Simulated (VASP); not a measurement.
# AlRu (RuAl (Pm-3m)) (Pm-3m) in VASP: a series of runs, part 2 of 2

VASP 6.6.1. Earlier steps stand in the parts before.

**3. Relaxation of cell and atoms, PBE**

This run uses another cell than the first one, of 13.27 Å³/atom, 0.979 times its volume.

Input file INCAR:

```
PREC = Accurate
ENCUT = 600
EDIFF = 1E-6
ISMEAR = 1
SIGMA = 0.1
LREAL = F
LASPH = T
NELM = 100
ALGO = Normal
ISIF = 3
LWAVE = F
LCHARG = F
GGA = PE
IBRION = 2
NSW = 80
EDIFFG = -0.005
```

Input file KPOINTS:

```
regular mesh
0
Gamma
  13 13 13
```

Input file POSCAR:

```
AlRu
1.0
    2.9824954000      0.0000000000      0.0000000000
    0.0000000000      2.9824954000      0.0000000000
    0.0000000000      0.0000000000      2.9824954000
Al Ru
1 1
Direct
    0.0000000000      0.0000000000      0.0000000000
    0.5000000000      0.5000000000      0.5000000000
```

Potentials or basis: VASP PAW PBE potentials, release 64 (Al, Ru_pv).

Started as:

```console
$ cat potpaw_PBE.64/Al/POTCAR potpaw_PBE.64/Ru_pv/POTCAR > POTCAR
$ mpirun -np 1 vasp_std > vasp.out
```

OUTCAR:

```text
PREC = Accurate
   ENCUT = 600
   EDIFF = 1E-6
   ISMEAR = 1
   LREAL = F
   LASPH = T
   NELM = 100
   ISIF = 3
   GGA = PE
   IBRION = 2
   NSW = 80
   EDIFFG = -0.005

 ion  position               nearest neighbor table
   1  0.000  0.000  0.000-   2 2.58   2 2.58   2 2.58   2 2.58   2 2.58   2 2.58   2 2.58   2 2.58

   2  0.500  0.500  0.500-   1 2.58   1 2.58   1 2.58   1 2.58   1 2.58   1 2.58   1 2.58   1 2.58

  LATTYP: Found a simple cubic cell.
 ALAT       =     2.9824954000

  Lattice vectors:

 A1 = (   2.9824954000,   0.0000000000,   0.0000000000)
 A2 = (   0.0000000000,   2.9824954000,   0.0000000000)
 A3 = (   0.0000000000,   0.0000000000,   2.9824954000)

Analysis of symmetry for initial positions (statically):
=====================================================================
 Subroutine PRICEL returns:
 Original cell was already a primitive cell.

 Routine SETGRP: Setting up the symmetry group for a
 simple cubic supercell.

 Subroutine GETGRP returns: Found 48 space group operations
 (whereof 48 operations were pure point group operations)
 out of a pool of 48 trial point group operations.

The static configuration has the point symmetry O_h .

Analysis of symmetry for dynamics (positions and initial velocities):
=====================================================================
 Subroutine PRICEL returns:
 Original cell was already a primitive cell.

 Routine SETGRP: Setting up the symmetry group for a
 simple cubic supercell.

 Subroutine GETGRP returns: Found 48 space group operations
 (whereof 48 operations were pure point group operations)
 out of a pool of 48 trial point group operations.

The dynamic configuration has the point symmetry O_h .

 Subroutine INISYM returns: Found 48 space group operations
 (whereof 48 operations are pure point group operations),
 and found     1 'primitive' translations

----------------------------------------------------------------------------------------

                                     Primitive cell

  volume of cell :      26.5301

  direct lattice vectors                    reciprocal lattice vectors
     2.982495400  0.000000000  0.000000000     0.335289704  0.000000000  0.000000000
     0.000000000  2.982495400  0.000000000     0.000000000  0.335289704  0.000000000
     0.000000000  0.000000000  2.982495400     0.000000000  0.000000000  0.335289704

  length of vectors
     2.982495400  2.982495400  2.982495400     0.335289704  0.335289704  0.335289704

  position of ions in fractional coordinates (direct lattice)
     0.000000000  0.000000000  0.000000000
     0.500000000  0.500000000  0.500000000

  ion indices of the primitive-cell ions
   primitive index   ion index
                 1           1
                 2           2

----------------------------------------------------------------------------------------

 KPOINTS: regular mesh

Automatic generation of k-mesh.
 Grid dimensions read from file:
 generate k-points for:   13   13   13

 Generating k-lattice:

  Cartesian coordinates                     Fractional coordinates (reciprocal lattice)
     0.025791516  0.000000000  0.000000000     0.076923077  0.000000000  0.000000000
     0.000000000  0.025791516  0.000000000     0.000000000  0.076923077  0.000000000
     0.000000000  0.000000000  0.025791516     0.000000000  0.000000000  0.076923077
[... 53 lines left out ...]
   LSORBIT =      F    spin-orbit coupling
   LASPH  =      T    aspherical Exc in radial PAW
   ENCUT  =  600.0 eV  44.10 Ry    6.64 a.u.   5.96  5.96  5.96*2*pi/ulx,y,z
   NELM   =    100;   NELMIN=  2; NELMDL= -5     # of ELM steps
   EDIFF  = 0.1E-05   stopping-criterion for ELM
   LREAL  =      F    real-space projection
   EDIFFG = -.5E-02   stopping-criterion for IOM
   NSW    =     80    number of steps for IOM
   IBRION =      2    ionic relax: 0-MD 1-quasi-New 2-CG
   NFREE  =      1    steps in history (QN), initial steepest desc. (CG)
   ISIF   =      3    stress and relaxation
   ISYM   =      2    0-nonsym 1-usesym 2-fastsym
   POTIM  = 0.5000    time-step for ionic-motion
   TEBEG  =    0.0;   TEEND  =   0.0 temperature during run
   PSTRESS=    0.0 pullay stress
   NELECT =      17.0000    total number of electrons
   NUPDOWN=      -1.0000    fix difference up-down
   EMIN   =  10.00;   EMAX   =-10.00  energy-range for DOS
   EFERMI =   0.00;   METHOD = LEGACY
   ISMEAR =     1;   SIGMA  =   0.10  broadening in eV -4-tet -1-fermi 0-gaus
   EFERMI_NEDOS =   21; number of points for ismear=-14 and -15
   IALGO  =     38    algorithm
   IMIX   =      4    mixing-type and parameters
     AMIX     =   0.40;   BMIX     =  1.00
     AMIX_MAG =   1.60;   BMIX_MAG =  1.00
  volume/ion in A,a.u.               =      13.27        89.52
  Fermi-wavevector in a.u.,A,eV,Ry     =   1.411382  2.667126 27.102808  1.992000
  Thomas-Fermi vector in A             =   2.533239
   LORBIT       =      0    0 simple, 1 ext, 2 COOP (PROOUT), +10 PAW based schemes
   GGA     = PE    functional components
   LHFCALC =     F    Hartree Fock is set to
   AEXX    =    0.0000 exact exchange contribution
   IVDW    =     0    specifies the selected vdW correction
   LEPSILON=     F    determine dielectric tensor
   LRPA    =     F    only Hartree local field effects (RPA)
 conjugate gradient relaxation of ions
 non-spin polarized calculation
 Methfessel and Paxton  Order N= 1 SIGMA  =   0.10
  energy-cutoff  :      600.00
  volume of cell :       26.53
 maximum number of plane-waves:       906
 NGX is ok and might be reduce to    24
   NGX = 11   NGY = 11   NGZ = 11

--------------------------------------- Ionic step        1  -------------------------------------------

 number of electron      16.9999996 magnetization

 Free energy of the ion-electron system (eV)
  ---------------------------------------------------
  ext. energy  EPLUGINS =         0.00000000
  ---------------------------------------------------
  free energy    TOTEN  =       -14.25523476 eV

  energy without entropy =      -14.25606161  energy(sigma->0) =      -14.25551038

------------------------ aborting loop because EDIFF is reached ----------------------------------------

  FORCE on cell =-STRESS in cart. coord.  units (eV):
  Direction    XX          YY          ZZ          XY          YZ          ZX
  --------------------------------------------------------------------------------------
  -------------------------------------------------------------------------------------
  Total        0.7356220      0.7356220      0.7356220      0.0000000     -0.0000000      0.0000000
  in kB       44.4248478     44.4248478     44.4248478      0.0000000     -0.0000000      0.0000000
  external PRESSURE =      44.4248478 kB  Pullay stress =       0.0000000 kB
[... 59 lines left out ...]
--------------------------------------- Ionic step        3  -------------------------------------------

 number of electron      16.9999996 magnetization

 Free energy of the ion-electron system (eV)
  ---------------------------------------------------
  ext. energy  EPLUGINS =         0.00000000
  ---------------------------------------------------
  free energy    TOTEN  =       -14.26276521 eV

  energy without entropy =      -14.26355235  energy(sigma->0) =      -14.26302759

 E-fermi :  10.5866     XC(G=0): -12.5052

 val. band max:       10.5728239690   @ k =   0.4615   0.1538   0.0000
 cond. band min:      10.5903595039   @ k =   0.2308   0.0769   0.0769
 fundamental gap:      0.0175355349
 Fermi energy:        10.5865976712

 k-point     1 :       0.0000    0.0000    0.0000
  band No.  band energies     occupation
      1     -31.2008      2.00000
      2     -31.2008      2.00000
      3     -31.2008      2.00000
      4       0.9459      2.00000
      5       7.0537      2.00000
      6       7.0537      2.00000
      7      10.7354     -0.05634
      8      10.7354     -0.05634
      9      10.7354     -0.05634
     10      16.5742      0.00000
     11      16.5742      0.00000
     12      16.5742      0.00000
[... 331 lines left out ...]
 k-point    24 :       0.3846    0.3077    0.0000
  band No.  band energies     occupation
      1     -31.3595      2.00000
      2     -31.3170      2.00000
      3     -31.1741      2.00000
      4       4.3910      2.00000
      5       6.6440      2.00000
      6       8.4843      2.00000
      7       8.9888      2.00000
      8       9.4215      2.00000
      9       9.8076      2.00000
     10      12.8800      0.00000
     11      16.2348      0.00000
     12      18.4932      0.00000

 [... further k-points ...]

------------------------ aborting loop because EDIFF is reached ----------------------------------------

  FORCE on cell =-STRESS in cart. coord.  units (eV):
  Direction    XX          YY          ZZ          XY          YZ          ZX
  --------------------------------------------------------------------------------------
  -------------------------------------------------------------------------------------
  Total       -0.0025882     -0.0025882     -0.0025882      0.0000000     -0.0000000     -0.0000000
  in kB       -0.1530734     -0.1530734     -0.1530734      0.0000000     -0.0000000     -0.0000000
  external PRESSURE =      -0.1530734 kB  Pullay stress =       0.0000000 kB
[... 17 lines left out ...]
  FREE ENERGIE OF THE ION-ELECTRON SYSTEM (eV)
  ---------------------------------------------------
  free  energy   TOTEN  =       -14.2627652071 eV

  energy  without entropy=      -14.2635523458  energy(sigma->0) =      -14.26302759

 reached required accuracy - stopping structural energy minimisation
```

OSZICAR:

```text
N       E                     dE             d eps       ncg     rms          rms(c)
DAV:   1     0.127343174542E+03    0.12734E+03   -0.10316E+04  2032   0.148E+03
[... 25 lines left out ...]
DAV:   2    -0.142995591453E+02    0.32975E+00   -0.21962E+00  2096   0.174E+01    0.211E+00
DAV:   3    -0.142631068310E+02    0.36452E-01   -0.12769E-01  2096   0.421E+00    0.576E-01
DAV:   4    -0.142626741446E+02    0.43269E-03   -0.11405E-02  2120   0.783E-01    0.104E-01
DAV:   5    -0.142627227329E+02   -0.48588E-04   -0.41967E-04  2364   0.208E-01    0.963E-02
DAV:   6    -0.142627642578E+02   -0.41525E-04   -0.92053E-05  2184   0.976E-02    0.110E-02
DAV:   7    -0.142627658294E+02   -0.15715E-05   -0.24553E-06  2480   0.155E-02    0.442E-03
DAV:   8    -0.142627652071E+02    0.62227E-06   -0.11594E-07  1032   0.395E-03
   3 F= -.14262765E+02 E0= -.14263028E+02  d E =-.753045E-02
```

CONTCAR:

```text
AlRu
   1.00000000000000
     3.0033103461454798    0.0000000000000000    0.0000000000000000
     0.0000000000000000    3.0033103461454798    0.0000000000000000
    -0.0000000000000000   -0.0000000000000000    3.0033103461454798
  Al              Ru
     1     1
Direct
     0.0000000000000000    0.0000000000000000    0.0000000000000000
     0.5000000000000000    0.5000000000000000    0.5000000000000000

  0.00000000E+00  0.00000000E+00  0.00000000E+00
  0.00000000E+00  0.00000000E+00  0.00000000E+00
```

Wall time 86 s (1 thread of AMD EPYC 7R43 (Zen 3), shared host); peak memory 0.14 GiB.

Results:

```yaml
Free_energy: -14.2628 eV
Relaxed_volume: 13.54 Å³/atom
Relaxed_cell: a = 3.003 Å, b = 3.003 Å, c = 3.003 Å, α = 90.00°, β = 90.00°, γ = 90.00°
Space_group_after_relaxing_to_0.05_Å: Pm-3m (No. 221)
Energy_gained_by_relaxing: 3.8 meV/atom
Ionic_steps: 3
Pressure_after_relaxing: 0.0 GPa
```

The path:
| step | energy change (eV) | largest force (eV/Å) | pressure (GPa) | volume (Å³) |
| --- | --- | --- | --- | --- |
| 1 | 0.0000 | 0.0000 | 4.44 | 26.53 |
| 2 | 0.0098 | 0.0000 | -6.09 | 27.97 |
| 3 | -0.0075 | 0.0000 | -0.02 | 27.09 |

Final structure:
```
Al Ru
1.0
     3.00331    0.00000    0.00000
     0.00000    3.00331    0.00000
     0.00000    0.00000    3.00331
Al Ru
1 1
Direct
  0.00000 0.00000 0.00000
  0.50000 0.50000 0.50000
```

Levels at points of the mesh, in eV from the Fermi level:
```
           k point  band 5  band 6  band 7  band 8  band 9  band 10  band 11  band 12
(0.00, 0.00, 0.00)   -3.53   -3.53    0.15    0.15    0.15     5.99     5.99     5.99
```
